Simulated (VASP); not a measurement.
Input of a VASP 6.6.1 run:

INCAR

```
SYSTEM = S
PREC = Accurate
ENCUT = 520
EDIFF = 1E-6
ISMEAR = 1
SIGMA = 0.05
LREAL = .False.
LASPH = .True.
NELM = 80
ALGO = Normal
ISIF = 2
LWAVE = .False.
LCHARG = .True.
GGA = PE
LELF = .True.
LVHAR = .True.
NBANDS = 13
```

KPOINTS

```
Automatic mesh
0
Gamma
  14 14 14
  0 0 0
```

Contents of POSCAR:

```
S
1.0
    0.0000000000      2.8962804662      2.8962804662
    2.8962804662      0.0000000000      2.8962804662
    2.8962804662      2.8962804662      0.0000000000
S
2
Direct
    0.0000000000      0.0000000000      0.0000000000
    0.2500000000      0.2500000000      0.2500000000
```

Potentials or basis: VASP PAW PBE potentials, release 64 (S).

Command:

```sh
$ cat potpaw_PBE.64/S/POTCAR > POTCAR
$ mpirun -np 1 vasp_std > vasp.out
```

(1) Estimate the band gap on the k mesh.

(2) Estimate the pressure.

Answers

(1) zero (band 6 reaches 3.66 eV, above the bottom of band 7 at 2.51 eV).

(2) -0.1 GPa.
